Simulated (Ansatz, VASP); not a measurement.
Al2Cu in VASP and in Ansatz

INCAR

```
SYSTEM = Al2Cu
PREC     = Accurate       ! precision mode
ENCUT    = 520            ! plane-wave cutoff, eV
EDIFF    = 1E-6           ! SCF threshold, eV
ISMEAR   = 0              ! smearing method
SIGMA    = 0.15           ! smearing width, eV
LREAL    = .FALSE.        ! projectors in reciprocal space
LASPH    = .TRUE.         ! aspherical terms in the spheres
NELM     = 60             ! most SCF steps
ALGO     = Fast           ! electronic algorithm
ISIF     = 2              ! what is computed and relaxed
LWAVE    = .FALSE.        ! write WAVECAR
LCHARG   = .FALSE.        ! write CHGCAR
GGA      = PE             ! functional
NBANDS   = 16             ! bands
```

Contents of KPOINTS:

```
Automatic mesh
0
G
  14 14 14
  0 0 0
```

Contents of POSCAR:

```
Al2Cu
1.0
   -2.0514498938      2.0514498938      3.0264298293
    2.0514498938     -2.0514498938      3.0264298293
    1.9422682281      1.9422682281     -3.0264298293
Al Cu
2 1
Direct
    0.7500000000      0.2500000000      0.5000000000
    0.2500000000      0.7500000000      0.5000000000
    0.5000000000      0.5000000000      0.0000000000
```

Input for Ansatz:

```yaml
crystal:
  lattice:
    - [-2.0514498938, 2.0514498938, 3.0264298293]
    - [2.0514498938, -2.0514498938, 3.0264298293]
    - [1.9422682281, 1.9422682281, -3.0264298293]
  atoms:
    - { symbol: Al, position: [0.75, 0.25, 0.5] }
    - { symbol: Al, position: [0.25, 0.75, 0.5] }
    - { symbol: Cu, position: [0.5, 0.5, 0.0] }
basis:
  ecutwfc: 520.0
kpoints:
  mp_grid: { grid: [14, 14, 14] }
hamiltonian:
  xc: pbe
  pseudopotentials: { kind: paw, azcp: { folder: soft_1 } }
scf:
  occupations: { method: gaussian, width: 0.15 }
output:
  forces: true
  stress: true
  eigenvalues: true
```

Change from the starting cell: strain +e along x and -e along y -0.0267, strain +e along z and -e/2 along x and y +0.0467.

Alike in both runs: task single point; functional PBE; k mesh 14 × 14 × 14; occupations gaussian, width 0.15 eV; no spin polarisation.

|  | VASP | Ansatz |
| --- | --- | --- |
| version | VASP 6.6.1 | Ansatz 0.2.0 |
| potentials or method | VASP PAW PBE potentials, release 64 (Al, Cu), cutoff 520 eV | scalar-relativistic, plane waves, PAW |
| valence electrons in the cell | 17 | 25 |

Ansatz gave:

| Item | Value |
| --- | --- |
| gap on the k mesh at the Fermi level (eV) | none |
| pressure (GPa) | 0.7 |
| traceless stress, the component that is largest in VASP (GPa) | -3.98 |

Estimate VASP's values.

gap on the k mesh at the Fermi level (eV): none; pressure (GPa): 0.9; traceless stress, the component that is largest in VASP (GPa): -3.93.

A gap of «none» marks a metal or a gap that the smearing closes. VASP's potentials hold 17 valence electrons a cell and Ansatz's 25, so a difference there can come from the potentials and not from the codes.
